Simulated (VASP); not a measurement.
# Si4Mo2C in VASP: further runs

Runs on Si4Mo2C. Level: PBE. Tasks: relaxation of the atoms, single point.

All numbers are computed with VASP 6.6.1; they aren't measurements. Logs are shortened: lines on timing, memory, paths and dates and some standing lists are left out, and cuts for length are marked.

## Step 1: The cell of the first run

The cell holds a slab with vacuum, 7 atoms: a = 3.217 Å, b = 3.217 Å, c = 21.879 Å, α = 90.00°, β = 90.00°, γ = 90.00°.

## Step 2: Relaxation of the atoms, PBE

File INCAR:

```
SYSTEM = Si4Mo2C
PREC     = Accurate       ! precision mode
ENCUT    = 520            ! plane-wave cutoff, eV
EDIFF    = 1E-7           ! SCF threshold, eV
ISMEAR   = 0              ! smearing method
SIGMA    = 0.1            ! smearing width, eV
LREAL    = .FALSE.        ! projectors in reciprocal space
LASPH    = .TRUE.         ! aspherical terms in the spheres
NELM     = 60             ! most SCF steps
ALGO     = Normal         ! electronic algorithm
ISIF     = 2              ! what is computed and relaxed
LWAVE    = .FALSE.        ! write WAVECAR
LCHARG   = .FALSE.        ! write CHGCAR
LDIPOL   = .TRUE.       
IDIPOL   = 3            
DIPOL    = 0.5 0.5 0.363
GGA      = PE             ! functional
IBRION   = 2              ! ionic algorithm
NSW      = 36             ! ionic steps
EDIFFG   = -0.025         ! ionic threshold
```

File KPOINTS:

```
Automatic mesh
0
G
  8 8 1
  0 0 0
```

File POSCAR:

```
Si4Mo2C
1.0
    3.2169717285      0.0000000000      0.0000000000
    0.0000000000      3.2169717285      0.0000000000
    0.0000000000      0.0000000000     21.8787970046
Si Mo C
4 2 1
Selective dynamics
Direct
    0.0000000000      0.0000000000      0.1828254085  F F F
    0.0000000000      0.0000000000      0.3015081460  F F F
    0.5000000000      0.5000000000      0.3593659936  F F F
    0.5000000000      0.5000000000      0.4743769505  F F F
    0.5000000000      0.5000000000      0.2421667772  F F F
    0.0000000000      0.0000000000      0.4192862006  F F F
    0.5000000000      0.5000000000      0.5603048925  F F T
```

Potentials or basis: VASP PAW PBE potentials, release 64 (Si, Mo_sv, C).

The run is started by

```sh
$ cat potpaw_PBE.64/Si/POTCAR potpaw_PBE.64/Mo_sv/POTCAR potpaw_PBE.64/C/POTCAR > POTCAR
$ mpirun -np 1 vasp_std > vasp.out
```

OUTCAR:

```text
SYSTEM = Si4Mo2C
   PREC = Accurate
   ENCUT = 520
   EDIFF = 1E-7
   ISMEAR = 0
   LREAL = .FALSE.
   LASPH = .TRUE.
   NELM = 60
   ISIF = 2
   GGA = PE
   IBRION = 2
   NSW = 36
   EDIFFG = -0.025

 ion  position               nearest neighbor table
   1  0.000  0.000  0.183-   2 2.60   5 2.62   5 2.62   5 2.62   5 2.62
   2  0.000  0.000  0.302-   6 2.58   1 2.60   3 2.60   3 2.60   3 2.60   3 2.60   5 2.62   5 2.62
                             5 2.62   5 2.62
   3  0.500  0.500  0.359-   4 2.52   5 2.56   2 2.60   2 2.60   2 2.60   2 2.60   6 2.63   6 2.63
                             6 2.63   6 2.63
   4  0.500  0.500  0.474-   7 1.88   3 2.52   6 2.57   6 2.57   6 2.57   6 2.57
   5  0.500  0.500  0.242-   3 2.56   1 2.62   1 2.62   1 2.62   1 2.62   2 2.62   2 2.62   2 2.62
                             2 2.62
   6  0.000  0.000  0.419-   4 2.57   4 2.57   4 2.57   4 2.57   2 2.58   3 2.63   3 2.63   3 2.63
                             3 2.63
   7  0.500  0.500  0.560-   4 1.88

  LATTYP: Found a simple tetragonal cell.
 ALAT       =     3.2169717285
 C/A-ratio  =     6.8010535532

  Lattice vectors:

 A1 = (   3.2169717285,   0.0000000000,   0.0000000000)
 A2 = (   0.0000000000,   3.2169717285,   0.0000000000)
 A3 = (   0.0000000000,   0.0000000000,  21.8787970046)

Analysis of symmetry for initial positions (statically):
=====================================================================
 Subroutine PRICEL returns:
 Original cell was already a primitive cell.

 Routine SETGRP: Setting up the symmetry group for a
 simple tetragonal supercell.

 Subroutine GETGRP returns: Found  8 space group operations
 (whereof  8 operations were pure point group operations)
 out of a pool of 16 trial point group operations.

The static configuration has the point symmetry C_4v.

Analysis of symmetry for dynamics (positions and initial velocities):
=====================================================================
 Subroutine PRICEL returns:
 Original cell was already a primitive cell.

 Routine SETGRP: Setting up the symmetry group for a
 simple tetragonal supercell.

 Subroutine GETGRP returns: Found  8 space group operations
 (whereof  8 operations were pure point group operations)
 out of a pool of 16 trial point group operations.

The dynamic configuration has the point symmetry C_4v.

Analysis of constrained symmetry for selective dynamics:
=====================================================================
 Subroutine PRICEL returns:
 Original cell was already a primitive cell.

 Routine SETGRP: Setting up the symmetry group for a
 simple tetragonal supercell.

 Subroutine GETGRP returns: Found  8 space group operations
 (whereof  8 operations were pure point group operations)
 out of a pool of 16 trial point group operations.

The constrained configuration has the point symmetry C_4v.

 Subroutine INISYM returns: Found  8 space group operations
 (whereof  8 operations are pure point group operations),
 and found     1 'primitive' translations

----------------------------------------------------------------------------------------

                                     Primitive cell

  volume of cell :     226.4216

  direct lattice vectors                    reciprocal lattice vectors
     3.216971728  0.000000000  0.000000000     0.310851349  0.000000000  0.000000000
     0.000000000  3.216971728  0.000000000     0.000000000  0.310851349  0.000000000
     0.000000000  0.000000000 21.878797005     0.000000000  0.000000000  0.045706352

  length of vectors
     3.216971728  3.216971728 21.878797005     0.310851349  0.310851349  0.045706352

  position of ions in fractional coordinates (direct lattice)
     0.000000000  0.000000000  0.182825409
     0.000000000  0.000000000  0.301508146
     0.500000000  0.500000000  0.359365994
     0.500000000  0.500000000  0.474376951
     0.500000000  0.500000000  0.242166777
     0.000000000  0.000000000  0.419286201
     0.500000000  0.500000000  0.560304892

  ion indices of the primitive-cell ions
   primitive index   ion index
                 1           1
                 2           2
                 3           3
                 4           4
                 5           5
                 6           6
                 7           7

----------------------------------------------------------------------------------------

 KPOINTS: Automatic mesh

Automatic generation of k-mesh.
 Grid dimensions read from file:
 generate k-points for:    8    8    1

 Generating k-lattice:

  Cartesian coordinates                     Fractional coordinates (reciprocal lattice)
     0.038856419  0.000000000  0.000000000     0.125000000  0.000000000  0.000000000
     0.000000000  0.038856419  0.000000000     0.000000000  0.125000000  0.000000000
     0.000000000  0.000000000  0.045706352     0.000000000  0.000000000  1.000000000

  Length of vectors
     0.038856419  0.038856419  0.045706352

  Shift w.r.t. Gamma in fractional coordinates (k-lattice)
     0.000000000  0.000000000  0.000000000

 Subroutine IBZKPT returns following result:
 ===========================================

 Found     15 irreducible k-points:

 Following reciprocal coordinates:
            Coordinates               Weight
  0.000000  0.000000  0.000000      1.000000
  0.125000  0.000000  0.000000      4.000000
  0.250000  0.000000  0.000000      4.000000
  0.375000  0.000000  0.000000      4.000000
  0.500000  0.000000  0.000000      2.000000
  0.125000  0.125000  0.000000      4.000000
  0.250000  0.125000  0.000000      8.000000
  0.375000  0.125000  0.000000      8.000000
  0.500000  0.125000  0.000000      4.000000
  0.250000  0.250000  0.000000      4.000000
  0.375000  0.250000  0.000000      8.000000
  0.500000  0.250000  0.000000      4.000000
  0.375000  0.375000  0.000000      4.000000
  0.500000  0.375000  0.000000      4.000000
  0.500000  0.500000  0.000000      1.000000
   k-points           NKPTS =     15   k-points in BZ     NKDIM =     15   number of bands    NBANDS=     28
   number of dos      NEDOS =    301   number of ions     NIONS =      7
   total plane-waves  NPLWV =  96768
   dimension x,y,z NGX =    24 NGY =   24 NGZ =  168
   dimension x,y,z NGXF=    48 NGYF=   48 NGZF=  336
   ions per type =               4   2   1
   NGX,Y,Z   is equivalent  to a cutoff of  12.40, 12.40, 12.77 a.u.
   NGXF,Y,Z  is equivalent  to a cutoff of  24.81, 24.81, 25.53 a.u.
 SYSTEM =  Si4Mo2C
   PREC   = accura    normal or accurate (medium, high low for compatibility)
   ISTART =      0    job   : 0-new  1-cont  2-samecut
   ICHARG =      2    charge: 1-file 2-atom 10-const
   ISPIN  =      1    spin polarized calculation?
   LNONCOLLINEAR =      F non collinear calculations
   LSORBIT =      F    spin-orbit coupling
   LASPH  =      T    aspherical Exc in radial PAW
   ENCUT  =  520.0 eV  38.22 Ry    6.18 a.u.   5.98  5.98 40.68*2*pi/ulx,y,z
   NELM   =     60;   NELMIN=  2; NELMDL= -5     # of ELM steps
   EDIFF  = 0.1E-06   stopping-criterion for ELM
   LREAL  =      F    real-space projection
   EDIFFG = -.3E-01   stopping-criterion for IOM
   NSW    =     36    number of steps for IOM
   IBRION =      2    ionic relax: 0-MD 1-quasi-New 2-CG
   NFREE  =      1    steps in history (QN), initial steepest desc. (CG)
   ISIF   =      2    stress and relaxation
   ISYM   =      2    0-nonsym 1-usesym 2-fastsym
   POTIM  = 0.5000    time-step for ionic-motion
   TEBEG  =    0.0;   TEEND  =   0.0 temperature during run
   PSTRESS=    0.0 pullay stress
   NELECT =      48.0000    total number of electrons
   NUPDOWN=      -1.0000    fix difference up-down
   EMIN   =  10.00;   EMAX   =-10.00  energy-range for DOS
   EFERMI =   0.00;   METHOD = LEGACY
   ISMEAR =     0;   SIGMA  =   0.10  broadening in eV -4-tet -1-fermi 0-gaus
   EFERMI_NEDOS =   21; number of points for ismear=-14 and -15
   IALGO  =     38    algorithm
   IMIX   =      4    mixing-type and parameters
     AMIX     =   0.40;   BMIX     =  1.00
     AMIX_MAG =   1.60;   BMIX_MAG =  1.00
  volume/ion in A,a.u.               =      32.35       218.28
  Fermi-wavevector in a.u.,A,eV,Ry     =   0.976149  1.844653 12.964530  0.952866
  Thomas-Fermi vector in A             =   2.106744
   LORBIT       =      0    0 simple, 1 ext, 2 COOP (PROOUT), +10 PAW based schemes
   GGA     = PE    functional components
   LHFCALC =     F    Hartree Fock is set to
   AEXX    =    0.0000 exact exchange contribution
   IVDW    =     0    specifies the selected vdW correction
   LEPSILON=     F    determine dielectric tensor
   LRPA    =     F    only Hartree local field effects (RPA)
 conjugate gradient relaxation of ions
 non-spin polarized calculation
 Gauss-broadening in eV      SIGMA  =   0.10
  energy-cutoff  :      520.00
  volume of cell :      226.42
 maximum number of plane-waves:      6156
 NGX is ok and might be reduce to    24
   NGX = 11   NGY = 11   NGZ = 81

 dipolmoment           0.000000      0.000000     -0.131718 electrons x Angstroem

--------------------------------------- Ionic step        1  -------------------------------------------

 number of electron      48.0000006 magnetization

 Free energy of the ion-electron system (eV)
  ---------------------------------------------------
  ext. energy  EPLUGINS =         0.00000000
  ---------------------------------------------------
  free energy    TOTEN  =       -48.18911437 eV

  energy without entropy =      -48.17081315  energy(sigma->0) =      -48.17996376

------------------------ aborting loop because EDIFF is reached ----------------------------------------

  FORCE on cell =-STRESS in cart. coord.  units (eV):
  Direction    XX          YY          ZZ          XY          YZ          ZX
  --------------------------------------------------------------------------------------
  -------------------------------------------------------------------------------------
  Total       -1.7586968     -1.7586968     -1.0637279      0.0000000      0.0000000      0.0000000
  in kB      -12.4446772    -12.4446772     -7.5270221      0.0000000      0.0000000      0.0000000
  external PRESSURE =     -10.8054588 kB  Pullay stress =       0.0000000 kB
[... 67 lines left out ...]
  energy  without entropy=      -48.1806815109  energy(sigma->0) =      -48.18980606

--------------------------------------- Ionic step        3  -------------------------------------------

 number of electron      48.0000006 magnetization

 dipolmoment           0.000000      0.000000      0.175163 electrons x Angstroem

 Free energy of the ion-electron system (eV)
  ---------------------------------------------------
  ext. energy  EPLUGINS =         0.00000000
  ---------------------------------------------------
  free energy    TOTEN  =       -48.19949695 eV

  energy without entropy =      -48.18126274  energy(sigma->0) =      -48.19037984

 E-fermi :   0.8046     XC(G=0):  -5.9341

 val. band max:        0.7898481182   @ k =   0.5000   0.1250   0.0000
 cond. band min:       0.8074603409   @ k =   0.3750   0.0000   0.0000
 fundamental gap:      0.0176122228
 Fermi energy:         0.8046235193

 k-point     1 :       0.0000    0.0000    0.0000
  band No.  band energies     occupation
      1     -59.6678      2.00000
      2     -59.6370      2.00000
      3     -33.8186      2.00000
      4     -33.7731      2.00000
      5     -33.7359      2.00000
      6     -33.7359      2.00000
[... 454 lines left out ...]
     27       2.1042      0.00000
     28       3.3473      0.00000

------------------------ aborting loop because EDIFF is reached ----------------------------------------

 vacuum level on the upper side and lower side of the slab       (xc-potential included)         1.312        -1.676

  FORCE on cell =-STRESS in cart. coord.  units (eV):
  Direction    XX          YY          ZZ          XY          YZ          ZX
  --------------------------------------------------------------------------------------
  -------------------------------------------------------------------------------------
  Total       -1.7181679     -1.7181679      0.0092886      0.0000000      0.0000000     -0.0000000
  in kB      -12.1578916    -12.1578916      0.0657271      0.0000000      0.0000000     -0.0000000
  external PRESSURE =      -8.0833520 kB  Pullay stress =       0.0000000 kB

 VOLUME and BASIS-vectors are now :
 -----------------------------------------------------------------------------
  energy-cutoff  :      520.00
  volume of cell :      226.42
      direct lattice vectors                 reciprocal lattice vectors
     3.216971728  0.000000000  0.000000000     0.310851349  0.000000000  0.000000000
     0.000000000  3.216971728  0.000000000     0.000000000  0.310851349  0.000000000
     0.000000000  0.000000000 21.878797005     0.000000000  0.000000000  0.045706352
[... 13 lines left out ...]
  FREE ENERGIE OF THE ION-ELECTRON SYSTEM (eV)
  ---------------------------------------------------
  free  energy   TOTEN  =       -48.1994969454 eV

  energy  without entropy=      -48.1812627406  energy(sigma->0) =      -48.19037984

 reached required accuracy - stopping structural energy minimisation

 vacuum level on the upper side and lower side of the slab         8.284         5.224
```

Wall time 9.4 min (1 thread of Intel Xeon 8259CL, shared host); peak memory 0.36 GiB.

What came out:

```
Free energy               : -48.1995 eV
Energy gained by relaxing : 1.5 meV/atom
Ionic steps               : 3
Band gap on the k mesh    : zero (bands 24 and 25 overlap by 0.86 eV)
```

The path:
```
step  energy change (eV)  largest force on free atoms (eV/Å)  pressure (GPa)
   1              0.0000                              0.5678           -1.08
   2             -0.0098                              0.1385           -0.87
   3             -0.0104                              0.0004           -0.81
```

Final structure:
```
CELL_PARAMETERS angstrom
3.21697 0.00000 0.00000
0.00000 3.21697 0.00000
0.00000 0.00000 21.87880
ATOMIC_POSITIONS crystal
Si 0.00000 0.00000 0.18283
Si 0.00000 0.00000 0.30151
Si 0.50000 0.50000 0.35937
Si 0.50000 0.50000 0.47438
Mo 0.50000 0.50000 0.24217
Mo 0.00000 0.00000 0.41929
C 0.50000 0.50000 0.55868
```

Levels at points of the mesh, in eV from the Fermi level:
```csv
k point,band 21,band 22,band 23,band 24,band 25,band 26,band 27,band 28
"(0.00, 0.00, 0.00)",-0.59,-0.26,0.60,0.73,0.77,0.77,1.11,1.84
"(0.50, 0.00, 0.00)",-1.71,-0.78,-0.18,-0.14,-0.12,0.73,1.52,2.44
"(0.50, 0.50, 0.00)",-1.53,-1.53,-1.36,0.01,0.01,0.75,1.30,2.54
```

[end of part 1 of 2]

The gap in the log of VASP goes by the Fermi energy; the results here count the filled bands.